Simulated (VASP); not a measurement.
Here is a VASP 6.6.1 calculation.

The input INCAR:

```
PREC     = Accurate       # precision mode
ENCUT    = 520            # plane-wave cutoff, eV
EDIFF    = 1E-7           # SCF threshold, eV
ISMEAR   = 0              # smearing method
SIGMA    = 0.15           # smearing width, eV
LREAL    = F              # projectors in reciprocal space
LASPH    = T              # aspherical terms in the spheres
NELM     = 80             # most SCF steps
ALGO     = Fast           # electronic algorithm
ISIF     = 2              # what is computed and relaxed
LWAVE    = F              # write WAVECAR
LCHARG   = F              # write CHGCAR
GGA      = PS             # functional
NBANDS   = 21             # bands
```

KPOINTS

```
regular mesh
0
Gamma
  18 18 10
```

Contents of POSCAR:

```
Ru
1.0
    2.8780000000      0.0000000000      0.0000000000
   -1.4390000000      2.4924211121      0.0000000000
    0.0000000000      0.0000000000      4.2523798375
Ru
2
Direct
    0.3333333333      0.6666666667      0.2500000000
    0.6666666667      0.3333333333      0.7500000000
```

Potentials or basis: VASP PAW PBE potentials, release 64 (Ru_pv).

Command:

```console
$ cat potpaw_PBE.64/Ru_pv/POTCAR > POTCAR
$ mpirun -np 1 vasp_std > vasp.out
```

Task: Predict the pressure.

Result: -32.1 GPa.

Task: What does it give for the band gap on the k mesh?

Result: Zero (band 14 reaches 11.79 eV, above the bottom of band 15 at 9.20 eV).

Stress tensor (GPa, compression positive):
```
-37.72   0.00   0.00
  0.00 -37.72   0.00
  0.00   0.00 -20.81
```

Caveat: the PAW data sets were made with another functional, which shifts forces and pressure a little.
